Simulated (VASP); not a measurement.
# Sn (Fd-3m) in VASP: a series of runs, part 2 of 2

VASP 6.6.1.

## 4. Single point, PBE

This run uses another cell than the first one, of 36.86 Å³/atom, 1.049 times its volume.

INCAR reads:

```
SYSTEM = Sn
PREC     = Accurate       ! precision mode
ENCUT    = 520            ! plane-wave cutoff, eV
EDIFF    = 1E-7           ! SCF threshold, eV
ISMEAR   = -1             ! smearing method
SIGMA    = 0.05           ! smearing width, eV
LREAL    = .False.        ! projectors in reciprocal space
LASPH    = .True.         ! aspherical terms in the spheres
NELM     = 100            ! most SCF steps
ALGO     = Normal         ! electronic algorithm
ISIF     = 2              ! what is computed and relaxed
LWAVE    = .False.        ! write WAVECAR
LCHARG   = .True.         ! write CHGCAR
GGA      = PE             ! functional
LELF     = .True.         ! ELF
LVHAR    = .True.       
NBANDS   = 21             ! bands
```

KPOINTS reads:

```
regular mesh
0
Gamma
  7 7 7
  0 0 0
```

POSCAR reads:

```
Sn
1.0
    0.0000000000      3.3280650199      3.3280650199
    3.3280650199      0.0000000000      3.3280650199
    3.3280650199      3.3280650199      0.0000000000
Sn
2
Direct
    0.7500000000      0.7500000000      0.7500000000
    0.5000000000      0.5000000000      0.5000000000
```

Started as:

```
$ cat potpaw_PBE.64/Sn_d/POTCAR > POTCAR
$ mpirun -np 1 vasp_std > vasp.out
```

Run time: 17 s. Hardware: 1 thread of Intel Xeon 6975P-C, shared host; peak memory 0.2 GiB.

The run converged. Its results:

```yaml
Free_energy: -7.6779 eV
Pressure: 0.0 GPa
Band_gap_on_the_k_mesh: zero (band 14 reaches 4.96 eV, above the bottom of band 15 at 4.76 eV)
```

Levels at points of the mesh, in eV from the Fermi level:
| k point | band 10 | band 11 | band 12 | band 13 | band 14 | band 15 | band 16 | band 17 | band 18 | band 19 |
| --- | --- | --- | --- | --- | --- | --- | --- | --- | --- | --- |
| (0.00, 0.00, 0.00) | -21.13 | -10.00 | -1.03 | 0.21 | 0.21 | 0.21 | 2.27 | 2.27 | 2.27 | 5.08 |

Caveat: spin-orbit coupling is left out, which moves the levels of the heavy elements.

## 5. Relaxation of cell and atoms, PBE

This run uses another cell than the first one, of 33.80 Å³/atom, 0.962 times its volume.

INCAR reads:

```
SYSTEM = Sn
  PREC = Accurate
  ENCUT = 600
  EDIFF = 1E-6
  ISMEAR = -1
  SIGMA = 0.05
  LREAL = .False.
  LASPH = .True.
  NELM = 60
  ALGO = Normal
  ISIF = 3
  LWAVE = .False.
  LCHARG = .False.
  GGA = PE
  IBRION = 2
  NSW = 60
  EDIFFG = -0.01
```

KPOINTS is that of step 4.

POSCAR reads:

```
Sn
1.0
    0.0000000000      3.2333428000      3.2333428000
    3.2333428000      0.0000000000      3.2333428000
    3.2333428000      3.2333428000      0.0000000000
Sn
2
Direct
    0.7500000000      0.7500000000      0.7500000000
    0.5000000000      0.5000000000      0.5000000000
```

Potentials or basis: VASP PAW PBE potentials, release 64 (Sn_d).

Started as:

```
$ cat potpaw_PBE.64/Sn_d/POTCAR > POTCAR
$ mpirun -np 1 vasp_std > vasp.out
```

OUTCAR:

```text
SYSTEM = Sn
   PREC = Accurate
   ENCUT = 600
   EDIFF = 1E-6
   ISMEAR = -1
   LREAL = .False.
   LASPH = .True.
   NELM = 60
   ISIF = 3
   GGA = PE
   IBRION = 2
   NSW = 60
   EDIFFG = -0.01

 ion  position               nearest neighbor table
   1  0.750  0.750  0.750-   2 2.80   2 2.80   2 2.80   2 2.80
   2  0.500  0.500  0.500-   1 2.80   1 2.80   1 2.80   1 2.80

  LATTYP: Found a face centered cubic cell.
 ALAT       =     6.4666856000

  Lattice vectors:

 A1 = (   0.0000000000,   3.2333428000,   3.2333428000)
 A2 = (   3.2333428000,   0.0000000000,   3.2333428000)
 A3 = (   3.2333428000,   3.2333428000,   0.0000000000)

Analysis of symmetry for initial positions (statically):
=====================================================================
 Subroutine PRICEL returns:
 Original cell was already a primitive cell.

[... 172 lines left out ...]
 cond. band min:       5.8043663563   @ k =   0.4286   0.0000   0.0000
 fundamental gap:      0.3176018197
 Fermi energy:         5.7409278422

 k-point     1 :       0.0000    0.0000    0.0000
  band No.  band energies     occupation
      1     -15.9465      2.00000
      2     -15.9465      2.00000
      3     -15.9465      2.00000
      4     -15.8855      2.00000
      5     -15.8855      2.00000
      6     -15.5677      2.00000
[... 480 lines left out ...]
--------------------------------------- Ionic step        3  -------------------------------------------

 number of electron      27.9999997 magnetization

 Free energy of the ion-electron system (eV)
  ---------------------------------------------------
  ext. energy  EPLUGINS =         0.00000000
  ---------------------------------------------------
  free energy    TOTEN  =        -7.67714727 eV

  energy without entropy =       -7.67348288  energy(sigma->0) =       -7.67531507

 E-fermi :   4.7612     XC(G=0):  -8.5485

 val. band max:        4.6531243429   @ k =   0.1429   0.0000   0.0000
 cond. band min:       4.7672443966   @ k =   0.4286   0.0000   0.0000
 fundamental gap:      0.1141200538
 Fermi energy:         4.7611926123

 k-point     1 :       0.0000    0.0000    0.0000
  band No.  band energies     occupation
      1     -16.6714      2.00000
      2     -16.6714      2.00000
      3     -16.6714      2.00000
      4     -16.6217      2.00000
      5     -16.6217      2.00000
      6     -16.3690      2.00000
[... 438 lines left out ...]
  FREE ENERGIE OF THE ION-ELECTRON SYSTEM (eV)
  ---------------------------------------------------
  free  energy   TOTEN  =        -7.6771472669 eV

  energy  without entropy=       -7.6734828761  energy(sigma->0) =       -7.67531507

 reached required accuracy - stopping structural energy minimisation
```

OSZICAR:

```text
N       E                     dE             d eps       ncg     rms          rms(c)
DAV:   1     0.216554312053E+03    0.21655E+03   -0.16549E+04   720   0.249E+03
DAV:   2     0.132588804367E+02   -0.20330E+03   -0.20165E+03   722   0.473E+02
DAV:   3    -0.703838601132E+01   -0.20297E+02   -0.20168E+02   832   0.152E+02
[... 25 lines left out ...]
DAV:   4    -0.767725889632E+01    0.21994E-02   -0.50228E-03   768   0.890E-01    0.410E-02
DAV:   5    -0.767715052671E+01    0.10837E-03   -0.25600E-04  1056   0.147E-01    0.204E-02
DAV:   6    -0.767714456217E+01    0.59645E-05   -0.34659E-05   730   0.817E-02    0.945E-03
DAV:   7    -0.767714699276E+01   -0.24306E-05   -0.23927E-06   616   0.110E-02    0.162E-03
DAV:   8    -0.767714726685E+01   -0.27409E-06   -0.12123E-06   566   0.647E-03
   3 F= -.76771473E+01 E0= -.76753151E+01  d E =-.660219E-01
```

It took 62 s on 1 thread of Intel Xeon 6975P-C, shared host; peak memory 0.25 GiB.

What came out:

```
Free energy                            : -7.6771 eV
Relaxed volume                         : 36.83 Å³/atom
Relaxed cell                           : a = 4.705 Å, b = 4.705 Å, c = 4.705 Å, α = 60.00°, β = 60.00°, γ = 60.00°
Space group after relaxing (to 0.05 Å) : Fd-3m (No. 227)
Energy gained by relaxing              : 33.0 meV/atom
Ionic steps                            : 3
Pressure after relaxing                : 0.0 GPa
Band gap on the k mesh                 : zero (band 14 reaches 4.97 eV, above the bottom of band 15 at 4.77 eV)
```

Step by step:
| step | energy change (eV) | largest force (eV/Å) | pressure (GPa) | volume (Å³) |
| --- | --- | --- | --- | --- |
| 1 | 0.0000 | 0.0000 | 3.80 | 67.61 |
| 2 | -0.0600 | 0.0000 | -0.91 | 75.76 |
| 3 | -0.0660 | 0.0000 | -0.01 | 73.66 |

Final structure:
```yaml
crystal:
  lattice:
    - [0.00000, 3.32711, 3.32711]
    - [3.32711, 0.00000, 3.32711]
    - [3.32711, 3.32711, 0.00000]
  atoms:
    - { symbol: Sn, position: [0.75000, 0.75000, 0.75000] }
    - { symbol: Sn, position: [0.50000, 0.50000, 0.50000] }
```

Caveat: spin-orbit coupling is left out, which moves the levels of the heavy elements.

## 6. Single point, RPBE

This run uses another cell than the first one, of 33.80 Å³/atom, 0.962 times its volume.

INCAR reads:

```
PREC = Accurate
ENCUT = 520
EDIFF = 1E-7
ISMEAR = 0
SIGMA = 0.1
LREAL = F
LASPH = T
NELM = 100
ALGO = Normal
ISIF = 2
LWAVE = F
LCHARG = F
GGA = RP
NBANDS = 21
```

KPOINTS reads:

```
regular mesh
0
Gamma
  7 7 7
```

POSCAR reads:

```
Sn
1.0
    0.0000000000      3.2333428000      3.2333428000
    3.2333428000      0.0000000000      3.2333428000
    3.2333428000      3.2333428000      0.0000000000
Sn
2
Direct
    0.2500000000      0.2500000000      0.2500000000
    0.0000000000      0.0000000000      0.0000000000
```

Potentials or basis: VASP PAW PBE potentials, release 64 (Sn_d).

Started as:

```
$ cat potpaw_PBE.64/Sn_d/POTCAR > POTCAR
$ mpirun -np 1 vasp_std > vasp.out
```

Wall time 15 s (1 thread of Intel Xeon 6975P-C (Granite Rapids), shared host); peak memory 0.2 GiB.

The run converged. Its results:

- Free energy: -6.8981 eV
- Pressure: 5.2 GPa
- Band gap on the k mesh: zero (filled and empty bands touch)

Levels at points of the mesh, in eV from the Fermi level:
| k point | band 11 | band 12 | band 13 | band 14 | band 15 | band 16 | band 17 | band 18 |
| --- | --- | --- | --- | --- | --- | --- | --- | --- |
| (0.00, 0.00, 0.00) | -10.69 | -0.52 | 0.04 | 0.04 | 0.04 | 2.13 | 2.13 | 2.13 |

Caveat: the PAW data sets were made with another functional, which shifts forces and pressure a little; spin-orbit coupling is left out, which moves the levels of the heavy elements.

## 7. Summary

```tsv
task	level	cell	cutoff (eV)	smearing	gap on the mesh (eV)	pressure (GPa)
single point	r2SCAN	a = 4.633 Å, angles 60.0°, 2 atoms	520	fermi-dirac 0.05 eV	none	0.3
single point	PBE	a = 4.573 Å, angles 60.0°, 2 atoms	520	gaussian 0.011 eV	none	3.8
single point	PBE	a = 4.707 Å, angles 60.0°, 2 atoms	520	fermi-dirac 0.05 eV	none	0.0
relaxation of cell and atoms	PBE	relaxed from a = 4.573 Å, angles 60.0°, 2 atoms	600	fermi-dirac 0.05 eV	none	0.0
single point	RPBE	a = 4.573 Å, angles 60.0°, 2 atoms	520	gaussian 0.1 eV	none	5.2
```

Alike in all rows: potentials or basis VASP PAW PBE potentials, release 64 (Sn_d); no spin polarisation; k mesh 7 × 7 × 7.

Caveats: spin-orbit coupling is left out, which moves the levels of the heavy elements; the PAW data sets were made with another functional, which shifts forces and pressure a little (some runs).

Total energies depend on the potentials used, so only differences within one code and one set of settings carry meaning.
